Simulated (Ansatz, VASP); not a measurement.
## Two plane-wave programs on SnO

INCAR

```
PREC = Accurate
ENCUT = 520
EDIFF = 1E-7
ISMEAR = 0
SIGMA = 0.05
LREAL = False
LASPH = True
NELM = 60
ALGO = Normal
ISIF = 2
LWAVE = False
LCHARG = False
LDIPOL = True
IDIPOL = 3
DIPOL = 0.5 0.5 0.404
GGA = PE
IVDW = 12
NBANDS = 50
```

File KPOINTS:

```
Automatic mesh
0
Gamma
  7 7 1
```

The input POSCAR:

```
SnO
1.0
    3.8201629585      0.0000000000      0.0000000000
    0.0000000000      3.8201629585      0.0000000000
    0.0000000000      0.0000000000     22.2260830948
Sn O
4 4
Direct
    0.7500000000      0.2500000000      0.2024648239
    0.2500000000      0.7500000000      0.3087832219
    0.3750000000      1.0000000000      0.5000000000
    0.8750000000      0.5000000000      0.6063183980
    0.2500000000      0.2500000000      0.2556240229
    0.7500000000      0.7500000000      0.2556240229
    0.8750000000      1.0000000000      0.5531591990
    0.3750000000      0.5000000000      0.5531591990
```

Input for Ansatz:

```yaml
crystal:
  lattice:
    - [3.8201629585, 0.0, 0.0]
    - [0.0, 3.8201629585, 0.0]
    - [0.0, 0.0, 22.2260830948]
  atoms:
    - { symbol: Sn, position: [0.75, 0.25, 0.2024648239] }
    - { symbol: O, position: [0.25, 0.25, 0.2556240229] }
    - { symbol: O, position: [0.75, 0.75, 0.2556240229] }
    - { symbol: Sn, position: [0.25, 0.75, 0.3087832219] }
    - { symbol: Sn, position: [0.375, 1.0, 0.5] }
    - { symbol: O, position: [0.875, 1.0, 0.553159199] }
    - { symbol: O, position: [0.375, 0.5, 0.553159199] }
    - { symbol: Sn, position: [0.875, 0.5, 0.606318398] }
basis:
  ecutwfc: 420
kpoints:
  mp_grid: { grid: [7, 7, 1] }
hamiltonian:
  xc: pbe
  pseudopotentials: { kind: paw, azcp: { folder: soft_1 } }
  dispersion: d3bj
scf:
  occupations: { method: gaussian, width: 0.05 }
output:
  forces: true
  eigenvalues: true
efield:
  axis: 3
  dipole_correction: true
  ramp_width: 0.04
```

Alike in both runs: task single point; functional PBE; dispersion D3(BJ); k mesh 7 × 7 × 1; occupations gaussian, width 0.05 eV; no spin polarisation.

|  | VASP | Ansatz |
| --- | --- | --- |
| version | VASP 6.6.1 | Ansatz 0.2.0 |
| potentials or method | VASP PAW PBE potentials, release 64 (Sn_d, O), cutoff 520 eV | scalar-relativistic, plane waves, PAW |
| valence electrons in the cell | 80 | 80 |

```csv
,VASP,Ansatz,Ansatz less VASP
gap on the k mesh at the Fermi level (eV),2.52,2.53,+0.008
least direct gap on the mesh (eV),2.57,2.61,+0.043
rms of the force components (eV/Å),0.040,0.012,-0.0281
```
